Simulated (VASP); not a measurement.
# Pt (Fm-3m) in VASP: a series of runs

Pt is run at these levels: PBEsol; tasks: single point.

All numbers are computed with VASP 6.6.1; they aren't measurements. Logs are shortened: lines on timing, memory, paths and dates and some standing lists are left out, and cuts for length are marked.

## 1. The cell of the first run

It takes space group Fm-3m (No. 225, cubic). The conventional cell has a = 4.140 Å, b = 4.140 Å, c = 4.140 Å, α = 90.00°, β = 90.00°, γ = 90.00°. Pt (site symmetry m-3m) has 12 Pt at 2.93 Å within 3.9 Å.

## 2. Single point, PBEsol, collinear spin, ferromagnetic start

The input, INCAR:

```
PREC = Accurate ; ENCUT = 520
EDIFF = 1E-6 ; ISMEAR = 0
SIGMA = 0.15 ; LREAL = F
LASPH = T ; NELM = 150
ALGO = Normal ; ISIF = 2
LWAVE = F ; LCHARG = F
ISPIN = 2 ; MAGMOM = 0.15
LORBIT = 11 ; NUPDOWN = 0.15
LMAXMIX = 4 ; GGA = PS
NBANDS = 15
```

The input, KPOINTS:

```
regular mesh
0
Gamma
  22 22 22
```

The input, POSCAR:

```
Pt
1.0
    0.0000000000      2.0700977806      2.0700977806
    2.0700977806      0.0000000000      2.0700977806
    2.0700977806      2.0700977806      0.0000000000
Pt
1
Direct
    0.0000000000      0.0000000000      0.0000000000
```

Potentials or basis: VASP PAW PBE potentials, release 64 (Pt).

Started as:

```
cat potpaw_PBE.64/Pt/POTCAR > POTCAR
mpirun -np 1 vasp_std > vasp.out
```

OUTCAR:

```text
PREC = Accurate
   ENCUT = 520
   EDIFF = 1E-6
   ISMEAR = 0
   LREAL = F
   LASPH = T
   NELM = 150
   ISIF = 2
   ISPIN = 2
   LORBIT = 11
   NUPDOWN = 0.15
   GGA = PS

 ion  position               nearest neighbor table
   1  0.000  0.000  0.000-

  LATTYP: Found a face centered cubic cell.
 ALAT       =     4.1401955612

  Lattice vectors:

 A1 = (   0.0000000000,   2.0700977806,   2.0700977806)
 A2 = (   2.0700977806,   0.0000000000,   2.0700977806)
 A3 = (   2.0700977806,   2.0700977806,   0.0000000000)

Analysis of symmetry for initial positions (statically):
=====================================================================
 Subroutine PRICEL returns:
 Original cell was already a primitive cell.

 Routine SETGRP: Setting up the symmetry group for a
 face centered cubic supercell.

 Subroutine GETGRP returns: Found 48 space group operations
 (whereof 48 operations were pure point group operations)
 out of a pool of 48 trial point group operations.

The static configuration has the point symmetry O_h .

Analysis of symmetry for dynamics (positions and initial velocities):
=====================================================================
 Subroutine PRICEL returns:
 Original cell was already a primitive cell.

 Routine SETGRP: Setting up the symmetry group for a
 face centered cubic supercell.

 Subroutine GETGRP returns: Found 48 space group operations
 (whereof 48 operations were pure point group operations)
 out of a pool of 48 trial point group operations.

The dynamic configuration has the point symmetry O_h .

Analysis of structural, dynamic, and magnetic symmetry:
=====================================================================
 Subroutine PRICEL returns:
 Original cell was already a primitive cell.

 Routine SETGRP: Setting up the symmetry group for a
 face centered cubic supercell.

 Subroutine GETGRP returns: Found 48 space group operations
 (whereof 48 operations were pure point group operations)
 out of a pool of 48 trial point group operations.

The overall configuration has the point symmetry O_h .

 Subroutine INISYM returns: Found 48 space group operations
 (whereof 48 operations are pure point group operations),
 and found     1 'primitive' translations

----------------------------------------------------------------------------------------

                                     Primitive cell

  volume of cell :      17.7420

  direct lattice vectors                    reciprocal lattice vectors
     0.000000000  2.070097781  2.070097781    -0.241534484  0.241534484  0.241534484
     2.070097781  0.000000000  2.070097781     0.241534484 -0.241534484  0.241534484
     2.070097781  2.070097781  0.000000000     0.241534484  0.241534484 -0.241534484

  length of vectors
     2.927560357  2.927560357  2.927560357     0.418349999  0.418349999  0.418349999

  position of ions in fractional coordinates (direct lattice)
     0.000000000  0.000000000  0.000000000

  ion indices of the primitive-cell ions
   primitive index   ion index
                 1           1

----------------------------------------------------------------------------------------

 KPOINTS: regular mesh

Automatic generation of k-mesh.
 Grid dimensions read from file:
 generate k-points for:   22   22   22

 Generating k-lattice:

  Cartesian coordinates                     Fractional coordinates (reciprocal lattice)
    -0.010978840  0.010978840  0.010978840     0.045454545  0.000000000  0.000000000
     0.010978840 -0.010978840  0.010978840     0.000000000  0.045454545  0.000000000
     0.010978840  0.010978840 -0.010978840     0.000000000  0.000000000  0.045454545

  Length of vectors
     0.019015909  0.019015909  0.019015909

  Shift w.r.t. Gamma in fractional coordinates (k-lattice)
     0.000000000  0.000000000  0.000000000

 Subroutine IBZKPT returns following result:
 ===========================================

 Found    328 irreducible k-points:

 Following reciprocal coordinates:
            Coordinates               Weight
  0.000000  0.000000  0.000000      1.000000
  0.045455  0.000000  0.000000      8.000000
  0.090909  0.000000  0.000000      8.000000
  0.136364  0.000000  0.000000      8.000000
  0.181818  0.000000  0.000000      8.000000
  0.227273  0.000000  0.000000      8.000000
[... 16 lines left out ...]
  0.500000  0.045455  0.000000     24.000000
 -0.454545  0.045455  0.000000     24.000000
 [... further k-points ...]
   k-points           NKPTS =    328   k-points in BZ     NKDIM =    328   number of bands    NBANDS=     15
   number of dos      NEDOS =    301   number of ions     NIONS =      1
   total plane-waves  NPLWV =  13824
   dimension x,y,z NGX =    24 NGY =   24 NGZ =   24
   dimension x,y,z NGXF=    48 NGYF=   48 NGZF=   48
   ions per type =               1
   NGX,Y,Z   is equivalent  to a cutoff of  13.63, 13.63, 13.63 a.u.
   NGXF,Y,Z  is equivalent  to a cutoff of  27.26, 27.26, 27.26 a.u.
 SYSTEM =  unknown system
   PREC   = accura    normal or accurate (medium, high low for compatibility)
   ISTART =      0    job   : 0-new  1-cont  2-samecut
   ICHARG =      2    charge: 1-file 2-atom 10-const
   ISPIN  =      2    spin polarized calculation?
   LNONCOLLINEAR =      F non collinear calculations
   LSORBIT =      F    spin-orbit coupling
   LASPH  =      T    aspherical Exc in radial PAW
   ENCUT  =  520.0 eV  38.22 Ry    6.18 a.u.   5.44  5.44  5.44*2*pi/ulx,y,z
   NELM   =    150;   NELMIN=  2; NELMDL= -5     # of ELM steps
   EDIFF  = 0.1E-05   stopping-criterion for ELM
   LREAL  =      F    real-space projection
   EDIFFG = 0.1E-04   stopping-criterion for IOM
   NSW    =      0    number of steps for IOM
   IBRION =     -1    ionic relax: 0-MD 1-quasi-New 2-CG
   NFREE  =      0    steps in history (QN), initial steepest desc. (CG)
   ISIF   =      2    stress and relaxation
   ISYM   =      2    0-nonsym 1-usesym 2-fastsym
   POTIM  = 0.5000    time-step for ionic-motion
   TEBEG  =    0.0;   TEEND  =   0.0 temperature during run
   PSTRESS=    0.0 pullay stress
   NELECT =      10.0000    total number of electrons
   NUPDOWN=       0.1500    fix difference up-down
   EMIN   =  10.00;   EMAX   =-10.00  energy-range for DOS
   EFERMI =   0.00;   METHOD = LEGACY
   ISMEAR =     0;   SIGMA  =   0.15  broadening in eV -4-tet -1-fermi 0-gaus
   EFERMI_NEDOS =   21; number of points for ismear=-14 and -15
   IALGO  =     38    algorithm
   IMIX   =      4    mixing-type and parameters
     AMIX     =   0.40;   BMIX     =  1.00
     AMIX_MAG =   1.60;   BMIX_MAG =  1.00
  volume/ion in A,a.u.               =      17.74       119.73
  Fermi-wavevector in a.u.,A,eV,Ry     =   1.352303  2.555482 24.881288  1.828723
  Thomas-Fermi vector in A             =   2.479653
   LORBIT       =     11    0 simple, 1 ext, 2 COOP (PROOUT), +10 PAW based schemes
   GGA     = PS    functional components
   LHFCALC =     F    Hartree Fock is set to
   AEXX    =    0.0000 exact exchange contribution
   IVDW    =     0    specifies the selected vdW correction
   LEPSILON=     F    determine dielectric tensor
   LRPA    =     F    only Hartree local field effects (RPA)
 spin polarized calculation
 Gauss-broadening in eV      SIGMA  =   0.15
  energy-cutoff  :      520.00
  volume of cell :       17.74
 maximum number of plane-waves:       531
 NGX is ok and might be reduce to    24
   NGX = 11   NGY = 11   NGZ = 11

 number of electron      10.0000001 magnetization       0.1500000

 Free energy of the ion-electron system (eV)
  ---------------------------------------------------
  ext. energy  EPLUGINS =         0.00000000
  ---------------------------------------------------
  free energy    TOTEN  =        -6.66594716 eV

  energy without entropy =       -6.64057991  energy(sigma->0) =       -6.65326353

 E-fermi :   8.2175     XC(G=0): -12.6822

 val. band max:        8.2333866087   @ k =  -0.4545   0.3182   0.0000
 cond. band min:       8.2194926866   @ k =   0.4545   0.3182   0.0455
 fundamental gap:     -0.0138939220
 Fermi energy:         8.2383668433

 spin component 1

 k-point     1 :       0.0000    0.0000    0.0000
  band No.  band energies     occupation
      1      -0.3641      1.00000
      2       5.2651      1.00000
      3       5.2651      1.00000
      4       5.2651      1.00000
      5       6.9343      1.00000
      6       6.9343      1.00000
      7      23.1446      0.00000
      8      27.1973      0.00000
      9      27.1973      0.00000
     10      27.1973      0.00000
     11      31.9514      0.00000
     12      36.9852      0.00000
     13      36.9852      0.00000
     14      36.9852      0.00000
     15      38.2623      0.00000

 k-point     2 :       0.0455    0.0000    0.0000
  band No.  band energies     occupation
      1      -0.2927      1.00000
      2       5.2376      1.00000
      3       5.2917      1.00000
      4       5.2917      1.00000
      5       6.9210      1.00000
      6       6.9210      1.00000
      7      23.2408      0.00000
      8      26.7295      0.00000
      9      27.2910      0.00000
     10      27.2910      0.00000
     11      32.3995      0.00000
     12      35.8469      0.00000
     13      36.4763      0.00000
     14      36.4763      0.00000
     15      38.5311      0.00000
[... 365 lines left out ...]
      3       5.2887      1.00000
      4       7.5264      1.00000
      5       8.1935      0.66400
      6       8.9706      0.00000
      7      12.9142      0.00000
      8      22.7408      0.00000
      9      25.7504      0.00000
     10      25.8230      0.00000
     11      33.8392      0.00000
     12      33.9601      0.00000
     13      35.2246      0.00000
     14      39.8426      0.00000
     15      40.4017      0.00000

 k-point    24 :      -0.4545    0.0455    0.0000
  band No.  band energies     occupation
      1       2.4316      1.00000
      2       5.2143      1.00000
      3       5.2887      1.00000
      4       7.4907      1.00000
      5       8.1176      0.87256
      6       8.8931      0.00000
      7      13.1083      0.00000
      8      22.7632      0.00000
      9      25.6173      0.00000
     10      26.0626      0.00000
     11      33.7358      0.00000
     12      33.9058      0.00000
     13      35.1373      0.00000
     14      40.0122      0.00000
     15      40.2528      0.00000

 [... further k-points ...]

 spin component 2

 k-point     1 :       0.0000    0.0000    0.0000
  band No.  band energies     occupation
      1      -0.3421      1.00000
      2       5.3667      1.00000
      3       5.3667      1.00000
      4       5.3667      1.00000
      5       7.0261      1.00000
      6       7.0261      1.00000
      7      23.1567      0.00000
      8      27.2099      0.00000
      9      27.2099      0.00000
     10      27.2099      0.00000
     11      31.9464      0.00000
     12      37.0143      0.00000
     13      37.0143      0.00000
     14      37.0143      0.00000
     15      38.3351      0.00000

 k-point     2 :       0.0455    0.0000    0.0000
  band No.  band energies     occupation
      1      -0.2707      1.00000
      2       5.3387      1.00000
      3       5.3934      1.00000
      4       5.3934      1.00000
      5       7.0127      1.00000
      6       7.0127      1.00000
      7      23.2534      0.00000
      8      26.7416      0.00000
      9      27.3040      0.00000
     10      27.3040      0.00000
     11      32.3960      0.00000
     12      35.8870      0.00000
     13      36.5126      0.00000
     14      36.5126      0.00000
     15      38.5953      0.00000
[... 365 lines left out ...]
      3       5.3781      1.00000
      4       7.5901      1.00000
      5       8.3028      0.21077
      6       9.0251      0.00000
      7      12.9958      0.00000
      8      22.7471      0.00000
      9      25.7814      0.00000
     10      25.8534      0.00000
     11      33.8595      0.00000
     12      33.9800      0.00000
     13      35.2508      0.00000
     14      39.9001      0.00000
     15      40.4744      0.00000

 k-point    24 :      -0.4545    0.0455    0.0000
  band No.  band energies     occupation
      1       2.4963      1.00000
      2       5.3029      1.00000
      3       5.3781      1.00000
      4       7.5495      1.00000
      5       8.2265      0.46641
      6       8.9562      0.00000
      7      13.1867      0.00000
      8      22.7696      0.00000
      9      25.6481      0.00000
     10      26.0934      0.00000
     11      33.7557      0.00000
     12      33.9260      0.00000
     13      35.1635      0.00000
     14      40.0741      0.00000
     15      40.3185      0.00000

 [... further k-points ...]
[... 5 lines left out ...]
  --------------------------------------------------------------------------------------
  -------------------------------------------------------------------------------------
  Total       -3.3644313     -3.3644313     -3.3644313      0.0000000      0.0000000     -0.0000000
  in kB     -303.8223185   -303.8223185   -303.8223185      0.0000000      0.0000000     -0.0000000
  external PRESSURE =    -303.8223185 kB  Pullay stress =       0.0000000 kB

 VOLUME and BASIS-vectors are now :
 -----------------------------------------------------------------------------
  energy-cutoff  :      520.00
  volume of cell :       17.74
      direct lattice vectors                 reciprocal lattice vectors
     0.000000000  2.070097781  2.070097781    -0.241534484  0.241534484  0.241534484
     2.070097781  0.000000000  2.070097781     0.241534484 -0.241534484  0.241534484
     2.070097781  2.070097781  0.000000000     0.241534484  0.241534484 -0.241534484

 POSITION                                       TOTAL-FORCE (eV/Angst)
 -----------------------------------------------------------------------------------
      0.00000      0.00000      0.00000         0.000000     -0.000000     -0.000000
 -----------------------------------------------------------------------------------
    total drift:                               -0.000000      0.000000     -0.000000

  FREE ENERGIE OF THE ION-ELECTRON SYSTEM (eV)
  ---------------------------------------------------
  free  energy   TOTEN  =        -6.6659471553 eV

  energy  without entropy=       -6.6405799102  energy(sigma->0) =       -6.65326353

 total charge

# of ion       s       p       d       tot
------------------------------------------
    1        0.556   0.432   7.937   8.925

 magnetization (x)

# of ion       s       p       d       tot
------------------------------------------
    1       -0.000  -0.002   0.154   0.151
```

It took 80 s on 1 thread of AMD EPYC 9R45 (Zen 5), shared host; peak memory 0.23 GiB.

Results:

* Free energy: -6.6659 eV
* Pressure: -30.4 GPa
* Net moment: 0.15 μB per cell
* Site moments: Pt +0.15 μB
* Valence electrons inside the program's atomic spheres: Pt 8.93

Caveat: the PAW data sets were made with another functional, which shifts forces and pressure a little; spin-orbit coupling is left out, which moves the levels of the heavy elements; the total moment is fixed, so each spin has its own Fermi level.

## 3. Single point, PBEsol, collinear spin, ferromagnetic start

This run uses another cell than the first one, of 16.39 Å³/atom, 0.924 times its volume.

The input, INCAR:

```
SYSTEM = Pt
PREC = Accurate
ENCUT = 520
EDIFF = 1E-6
ISMEAR = 0
SIGMA = 0.15
LREAL = .FALSE.
LASPH = .TRUE.
NELM = 150
ALGO = Fast
ISIF = 2
LWAVE = .FALSE.
LCHARG = .FALSE.
ISPIN = 2
MAGMOM = 0.5
LORBIT = 11
NUPDOWN = 0.5
LMAXMIX = 4
GGA = PS
NBANDS = 15
```

The input, KPOINTS:

```
regular mesh
0
G
  22 22 22
  0 0 0
```

The input, POSCAR:

```
Pt
1.0
    0.0000000000      2.0160787243      2.0160787243
    2.0160787243      0.0000000000      2.0160787243
    2.0160787243      2.0160787243      0.0000000000
Pt
1
Direct
    0.0000000000      0.0000000000      0.0000000000
```

Potentials or basis: VASP PAW PBE potentials, release 64 (Pt).

Started as:

```
cat potpaw_PBE.64/Pt/POTCAR > POTCAR
mpirun -np 1 vasp_std > vasp.out
```

Run time: 1.8 min. Hardware: 1 thread of Intel Xeon Platinum 8259CL at 2.50GHz (Skylake/Cascade Lake), shared host; peak memory 0.24 GiB.

Results (log left out):

```
Free energy                                           : -6.8628 eV
Pressure                                              : -18.9 GPa
Net moment                                            : 0.50 μB per cell
Site moments                                          : Pt +0.50 μB
Valence electrons inside the program's atomic spheres : Pt 9.08
```

Caveat: the PAW data sets were made with another functional, which shifts forces and pressure a little; spin-orbit coupling is left out, which moves the levels of the heavy elements; the total moment is fixed, so each spin has its own Fermi level.

## 4. Single point, PBEsol, collinear spin, ferromagnetic start

This run uses another cell than the first one, of 16.39 Å³/atom, 0.924 times its volume.

The input, INCAR:

```
PREC = Accurate
ENCUT = 520
EDIFF = 1E-6
ISMEAR = 0
SIGMA = 0.15
LREAL = F
LASPH = T
NELM = 150
ALGO = Fast
ISIF = 2
LWAVE = F
LCHARG = F
ISPIN = 2
MAGMOM = 0.4
LORBIT = 11
NUPDOWN = 0.4
LMAXMIX = 4
GGA = PS
NBANDS = 15
```

The input, KPOINTS:

```
regular mesh
0
Gamma
  22 22 22
```

POSCAR is that of step 3.

Started as:

```
cat potpaw_PBE.64/Pt/POTCAR > POTCAR
mpirun -np 1 vasp_std > vasp.out
```

It took 1.7 min on 1 thread of Intel Xeon Platinum 8259CL at 2.50GHz (Skylake/Cascade Lake), shared host; peak memory 0.24 GiB.

Results (log left out):

* Free energy: -6.8714 eV
* Pressure: -19.2 GPa
* Net moment: 0.40 μB per cell
* Site moments: Pt +0.40 μB
* Valence electrons inside the program's atomic spheres: Pt 9.08

Caveat: the PAW data sets were made with another functional, which shifts forces and pressure a little; spin-orbit coupling is left out, which moves the levels of the heavy elements; the total moment is fixed, so each spin has its own Fermi level.

(Part 1 of 2 ends here.)
